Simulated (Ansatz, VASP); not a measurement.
Y in VASP and in Ansatz

```
Y
1.0
     3.62292    0.00000    0.00000
    -1.81146    3.13754    0.00000
     0.00000    0.00000    5.69214
Y
2
Direct
  0.66667 0.33333 0.75000
  0.33333 0.66667 0.25000
```

Change from the starting cell: volume scaled by 0.98.

Alike in both runs: task single point; functional PBEsol; k mesh 8 × 8 × 5; occupations fermi-dirac, width 0.05 eV; no spin polarisation.

```csv
,VASP,Ansatz
version,VASP 6.6.1,Ansatz 0.2.0
potentials or method,"VASP PAW PBE potentials, release 64 (Y_sv), cutoff 520 eV","all-electron LAPW, scalar-relativistic"
```

|  | VASP | Ansatz | Ansatz less VASP |
| --- | --- | --- | --- |
| gap on the k mesh at the Fermi level (eV) | none | none | - |
| pressure (GPa) | -1.4 | -1.3 | +0.12 |
| traceless stress, the component that is largest in VASP (GPa) | -0.29 | -0.29 | -0.003 |

VASP's potentials were made for PBE, not for PBEsol. A gap of «none» marks a metal or a gap that the smearing closes. Ansatz ran all-electron here, and VASP with PAW potentials.
